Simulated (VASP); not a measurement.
# BeTe (Cmmm) in VASP: notebook, part 2 of 2

VASP 6.6.1. Earlier steps stand in the parts before.

### Step 3. Single point, HSE06

This run uses another cell than the first one, of 27.95 Å³/atom.

Input file POSCAR:

```
BeTe
1.0
    1.7932466658     -4.4252150936      0.0000000000
    1.7932466658      4.4252150936      0.0000000000
    0.0000000000      0.0000000000      3.5216611940
Be Te
1 1
Direct
    0.5000000000      0.5000000000      0.5000000000
    0.0000000000      0.0000000000      0.0000000000
```

Input file INCAR.step1:

```
PREC = Accurate ; ENCUT = 520
EDIFF = 1E-5 ; ISMEAR = -1
SIGMA = 0.05 ; LREAL = False
LASPH = True ; NELM = 80
ALGO = Normal ; ISIF = 2
LWAVE = True ; GGA = PE
NBANDS = 11
```

Input file INCAR.step2:

```
PREC = Accurate ; ENCUT = 520
EDIFF = 1E-6 ; ISMEAR = -1
SIGMA = 0.05 ; LREAL = False
LASPH = True ; NELM = 80
ALGO = Normal ; ISIF = 2
LWAVE = False ; LCHARG = True
GGA = PE ; LHFCALC = True
HFSCREEN = 0.2079 ; PRECFOCK = Normal
LELF = True ; LVHAR = True
ISTART = 1 ; NBANDS = 11
```

Input file KPOINTS:

```
regular mesh
0
Gamma
  4 4 4
```

Potentials or basis: VASP PAW PBE potentials, release 64 (Be, Te).

Launch:

```console
$ cat potpaw_PBE.64/Be/POTCAR potpaw_PBE.64/Te/POTCAR > POTCAR
$ cp INCAR.step1 INCAR
$ mpirun -np 1 vasp_std > vasp.out
$ cp INCAR.step2 INCAR
$ mpirun -np 1 vasp_std > vasp.out
```

It took 15 min on 1 thread of Intel Xeon Platinum 8488C (Sapphire Rapids), shared host; peak memory 0.29 GiB.

It converged, with:

```yaml
Free_energy: -6.9876 eV
Pressure: -0.1 GPa
Band_gap_on_the_k_mesh: zero (bands 4 and 5 overlap by 1.60 eV)
```

Stress tensor (GPa, compression positive):
```
-0.18  0.00  0.00
 0.00 -0.03  0.00
 0.00  0.00 -0.22
```

Levels at points of the mesh, in eV from the Fermi level:
| k point | band 1 | band 2 | band 3 | band 4 | band 5 | band 6 | band 7 | band 8 | band 9 |
| --- | --- | --- | --- | --- | --- | --- | --- | --- | --- |
| (0.00, 0.00, 0.00) | -14.41 | -3.42 | -2.55 | -2.27 | 1.79 | 3.43 | 4.86 | 5.90 | 9.38 |
| (0.50, 0.00, 0.00) | -13.06 | -7.75 | -2.51 | 0.35 | 1.00 | 3.09 | 4.32 | 6.51 | 7.99 |
| (0.50, 0.50, 0.00) | -14.24 | -5.14 | -2.67 | -2.15 | 2.19 | 4.92 | 5.87 | 9.17 | 9.59 |
| (0.00, 0.00, 0.50) | -13.00 | -7.83 | -1.60 | 0.12 | 2.33 | 2.85 | 4.14 | 5.57 | 5.65 |
| (0.50, 0.00, 0.50) | -11.41 | -6.48 | -6.37 | -1.86 | -1.20 | 3.06 | 5.21 | 5.39 | 10.70 |
| (0.50, 0.50, 0.50) | -12.85 | -7.59 | -3.08 | -0.02 | 0.33 | 2.72 | 3.94 | 6.38 | 10.98 |

Caveat: the k points lie up to 0.47 Å⁻¹ apart, too coarse for converged energies and pressures of a metal; the PAW data sets were made with another functional, which shifts forces and pressure a little; spin-orbit coupling is left out, which moves the levels of the heavy elements.

### Step 4. Single point, PBE-based screened hybrid with 25 % exact exchange

This run uses another cell than the first one, of 28.11 Å³/atom.

Input file POSCAR:

```
BeTe
1.0
    1.7885721992     -4.4526939843      0.0000000000
    1.7885721992      4.4526939843      0.0000000000
    0.0000000000      0.0000000000      3.5290318953
Be Te
1 1
Direct
    0.5000000000      0.5000000000      0.5000000000
    0.0000000000      0.0000000000      0.0000000000
```

Input file INCAR.step1:

```
SYSTEM = BeTe
  PREC = Accurate
  ENCUT = 520
  EDIFF = 1E-5
  ISMEAR = -1
  SIGMA = 0.05
  LREAL = .False.
  LASPH = .True.
  NELM = 100
  ALGO = Normal
  ISIF = 2
  LWAVE = .True.
  LCHARG = .False.
  GGA = PE
  NBANDS = 11
```

Input file INCAR.step2:

```
SYSTEM = BeTe
  PREC = Accurate
  ENCUT = 520
  EDIFF = 1E-7
  ISMEAR = -1
  SIGMA = 0.05
  LREAL = .False.
  LASPH = .True.
  NELM = 100
  ALGO = Normal
  ISIF = 2
  LWAVE = .False.
  LCHARG = .False.
  GGA = PE
  LHFCALC = .True.
  AEXX = 0.25
  HFSCREEN = 0.3
  PRECFOCK = Normal
  ISTART = 1
  NBANDS = 11
```

Input file KPOINTS:

```
Automatic mesh
0
Gamma
  4 4 4
  0 0 0
```

Launch:

```console
$ cat potpaw_PBE.64/Be/POTCAR potpaw_PBE.64/Te/POTCAR > POTCAR
$ cp INCAR.step1 INCAR
$ mpirun -np 1 vasp_std > vasp.out
$ cp INCAR.step2 INCAR
$ mpirun -np 1 vasp_std > vasp.out
```

It took 13 min on 1 thread of Intel Xeon Platinum 8488C (Sapphire Rapids), shared host; peak memory 0.3 GiB.

It converged, with:

```yaml
Free_energy: -6.8037 eV
Pressure: -0.1 GPa
Band_gap_on_the_k_mesh: zero (bands 4 and 5 overlap by 1.45 eV)
```

Stress tensor (GPa, compression positive):
```
-0.12  0.00  0.00
 0.00 -0.02  0.00
 0.00  0.00 -0.21
```

Levels at points of the mesh, in eV from the Fermi level:
```tsv
k point	band 2	band 3	band 4	band 5	band 6	band 7
(0.00, 0.00, 0.00)	-3.32	-2.39	-2.20	1.71	3.31	4.75
(0.50, 0.00, 0.00)	-7.57	-2.38	0.29	0.93	2.95	4.18
(0.50, 0.50, 0.00)	-4.95	-2.49	-2.10	2.11	4.79	5.72
(0.00, 0.00, 0.50)	-7.65	-1.55	0.16	2.20	2.79	4.06
(0.50, 0.00, 0.50)	-6.32	-6.24	-1.82	-1.11	2.95	5.11
(0.50, 0.50, 0.50)	-7.43	-2.95	0.04	0.27	2.68	3.87
```

Caveat: the k points lie up to 0.47 Å⁻¹ apart, too coarse for converged energies and pressures of a metal; the PAW data sets were made with another functional, which shifts forces and pressure a little; spin-orbit coupling is left out, which moves the levels of the heavy elements.

### Step 5. Single point, HSE06

This run uses another cell than the first one, of 30.60 Å³/atom.

Input file POSCAR:

```
BeTe
1.0
    1.7870000000     -4.7974500000      0.0000000000
    1.7870000000      4.7974500000      0.0000000000
    0.0000000000      0.0000000000      3.5691500000
Be Te
1 1
Direct
    0.5000000000      0.5000000000      0.5000000000
    0.0000000000      0.0000000000      0.0000000000
```

Input file INCAR.step1:

```
SYSTEM = BeTe
PREC = Accurate
ENCUT = 520
EDIFF = 1E-5
ISMEAR = -1
SIGMA = 0.05
LREAL = .FALSE.
LASPH = .TRUE.
NELM = 80
ALGO = Normal
ISIF = 2
LWAVE = .TRUE.
LCHARG = .FALSE.
NBANDS = 11
GGA = PE
```

Input file INCAR.step2:

```
SYSTEM = BeTe
PREC = Accurate
ENCUT = 520
EDIFF = 1E-6
ISMEAR = -1
SIGMA = 0.05
LREAL = .FALSE.
LASPH = .TRUE.
NELM = 80
ALGO = Normal
ISIF = 2
LWAVE = .FALSE.
LCHARG = .FALSE.
GGA = PE
LHFCALC = .TRUE.
HFSCREEN = 0.2079
PRECFOCK = Normal
NBANDS = 11
ISTART = 1
```

Input file KPOINTS:

```
regular mesh
0
G
  4 4 4
  0 0 0
```

Launch:

```console
$ cat potpaw_PBE.64/Be/POTCAR potpaw_PBE.64/Te/POTCAR > POTCAR
$ cp INCAR.step1 INCAR
$ mpirun -np 1 vasp_std > vasp.out
$ cp INCAR.step2 INCAR
$ mpirun -np 1 vasp_std > vasp.out
```

It took 14 min on 1 thread of Intel Xeon Platinum 8488C (Sapphire Rapids), shared host; peak memory 0.31 GiB.

It converged, with:

```yaml
Free_energy: -6.9799 eV
Pressure: -0.8 GPa
Band_gap_on_the_k_mesh: zero (bands 4 and 5 overlap by 1.40 eV)
```

Stress tensor (GPa, compression positive):
```
-0.84  0.00  0.00
 0.00 -0.15  0.00
 0.00  0.00 -1.36
```

Levels at points of the mesh, in eV from the Fermi level:
| k point | band 2 | band 3 | band 4 | band 5 | band 6 | band 7 |
| --- | --- | --- | --- | --- | --- | --- |
| (0.00, 0.00, 0.00) | -3.76 | -2.46 | -2.44 | 1.68 | 3.18 | 4.82 |
| (0.50, 0.00, 0.00) | -7.70 | -2.48 | 0.12 | 1.07 | 2.89 | 4.08 |
| (0.50, 0.50, 0.00) | -4.86 | -2.50 | -2.41 | 2.06 | 4.82 | 5.68 |
| (0.00, 0.00, 0.50) | -7.76 | -1.98 | 0.12 | 1.91 | 2.88 | 4.11 |
| (0.50, 0.00, 0.50) | -6.40 | -6.39 | -1.90 | -1.26 | 3.04 | 5.23 |
| (0.50, 0.50, 0.50) | -7.63 | -2.90 | 0.06 | 0.53 | 2.82 | 4.01 |

Caveat: the k points lie up to 0.47 Å⁻¹ apart, too coarse for converged energies and pressures of a metal; the PAW data sets were made with another functional, which shifts forces and pressure a little; spin-orbit coupling is left out, which moves the levels of the heavy elements.

### Step 6. Single point, PBE-based screened hybrid with 25 % exact exchange

This run uses another cell than the first one, of 30.60 Å³/atom.

POSCAR is that of step 5.

Input file INCAR.step1:

```
SYSTEM = BeTe
PREC = Accurate ; ENCUT = 520
EDIFF = 1E-5 ; ISMEAR = -1
SIGMA = 0.05 ; LREAL = .False.
LASPH = .True. ; NELM = 100
ALGO = Normal ; ISIF = 2
LWAVE = .True. ; LCHARG = .False.
NBANDS = 11 ; GGA = PE
```

Input file INCAR.step2:

```
SYSTEM = BeTe
PREC = Accurate ; ENCUT = 520
EDIFF = 1E-6 ; ISMEAR = -1
SIGMA = 0.05 ; LREAL = .False.
LASPH = .True. ; NELM = 100
ALGO = Normal ; ISIF = 2
LWAVE = .False. ; LCHARG = .False.
GGA = PE ; LHFCALC = .True.
AEXX = 0.25 ; HFSCREEN = 0.3
PRECFOCK = Normal ; NBANDS = 11
ISTART = 1
```

Input file KPOINTS:

```
Automatic mesh
0
Gamma
  4 4 4
  0 0 0
```

Potentials or basis: VASP PAW PBE potentials, release 64 (Be, Te).

Launch:

```console
$ cat potpaw_PBE.64/Be/POTCAR potpaw_PBE.64/Te/POTCAR > POTCAR
$ cp INCAR.step1 INCAR
$ mpirun -np 1 vasp_std > vasp.out
$ cp INCAR.step2 INCAR
$ mpirun -np 1 vasp_std > vasp.out
```

It took 10 min on 1 thread of Intel Xeon Platinum 8488C (Sapphire Rapids), shared host; peak memory 0.31 GiB.

It converged, with:

- Free energy: -6.7977 eV
- Pressure: -0.8 GPa
- Band gap on the k mesh: zero (bands 4 and 5 overlap by 1.29 eV)

Stress tensor (GPa, compression positive):
```
-0.91  0.00  0.00
 0.00 -0.15  0.00
 0.00  0.00 -1.22
```

Levels at points of the mesh, in eV from the Fermi level:
```
           k point  band 2  band 3  band 4  band 5  band 6  band 7
(0.00, 0.00, 0.00)   -3.58   -2.32   -2.29    1.62    3.12    4.75
(0.50, 0.00, 0.00)   -7.49   -2.34    0.14    1.03    2.82    4.00
(0.50, 0.50, 0.00)   -4.66   -2.35   -2.26    1.99    4.75    5.58
(0.00, 0.00, 0.50)   -7.55   -1.85    0.15    1.85    2.82    4.03
(0.50, 0.00, 0.50)   -6.22   -6.21   -1.83   -1.12    2.96    5.16
(0.50, 0.50, 0.50)   -7.43   -2.75    0.10    0.49    2.76    3.93
```

Caveat: the k points lie up to 0.47 Å⁻¹ apart, too coarse for converged energies and pressures of a metal; the PAW data sets were made with another functional, which shifts forces and pressure a little; spin-orbit coupling is left out, which moves the levels of the heavy elements.

### Step 7. Summary

```csv
level,cell,screening parameter,gap on the mesh (eV),pressure (GPa)
PBEsol-based global hybrid with 25 % exact exchange,"a = 4.392, b = 4.392, c = 3.501 Å, angles 90.0, 90.0, 132.2°, 2 atoms",-,none,-0.6
HSE06,"a = 4.775, b = 4.775, c = 3.522 Å, angles 90.0, 90.0, 135.9°, 2 atoms",0.2079 1/Å,none,-0.1
PBE-based screened hybrid with 25 % exact exchange,"a = 4.798, b = 4.798, c = 3.529 Å, angles 90.0, 90.0, 136.2°, 2 atoms",0.3 1/Å,none,-0.1
HSE06,"a = 5.119, b = 5.119, c = 3.569 Å, angles 90.0, 90.0, 139.1°, 2 atoms",0.2079 1/Å,none,-0.8
PBE-based screened hybrid with 25 % exact exchange,"a = 5.119, b = 5.119, c = 3.569 Å, angles 90.0, 90.0, 139.1°, 2 atoms",0.3 1/Å,none,-0.8
```

Alike in all rows: task single point; potentials or basis VASP PAW PBE potentials, release 64 (Be, Te); no spin polarisation; k mesh 4 × 4 × 4; cutoff (eV) 520; smearing fermi-dirac 0.05 eV.

Caveats: all runs use coarse meshes; the PAW data sets were made with another functional, which shifts forces and pressure a little; spin-orbit coupling is left out, which moves the levels of the heavy elements.

Absolute energies hang on the potentials; compare differences alone.
